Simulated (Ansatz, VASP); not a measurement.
ZrH6: VASP beside Ansatz

```
Zr H
1.0
     3.36129    0.00000    0.00000
     0.00000    3.36129    0.00000
     0.00000    0.00000    5.24089
Zr H
1 6
Direct
  0.50000 0.50000 0.50000
  0.00000 0.50000 0.70358
  0.50000 0.00000 0.70358
  0.00000 0.50000 0.29642
  0.50000 0.00000 0.29642
  0.50000 0.50000 0.86061
  0.50000 0.50000 0.13939
```

Alike in both runs: task single point; functional PBE; k mesh 6 × 6 × 4; occupations gaussian, width 0.1 eV; no spin polarisation.

```csv
,VASP,Ansatz
version,VASP 6.6.1,Ansatz 0.2.0
potentials or method,"VASP PAW PBE potentials, release 64 (Zr_sv, H), cutoff 520 eV","scalar-relativistic, plane waves, PAW"
valence electrons in the cell,18,18
```

```csv
,VASP,Ansatz,Ansatz less VASP
gap on the k mesh at the Fermi level (eV),none,none,-
pressure (GPa),5.0,5.1,+0.13
"traceless stress, the component that is largest in VASP (GPa)",1.42,1.42,0.000
rms of the force components (eV/Å),0.477,0.475,-0.0020
```

Atom by atom the forces differ by 0.002 eV/Å (rms over components). A gap of «none» marks a metal or a gap that the smearing closes.
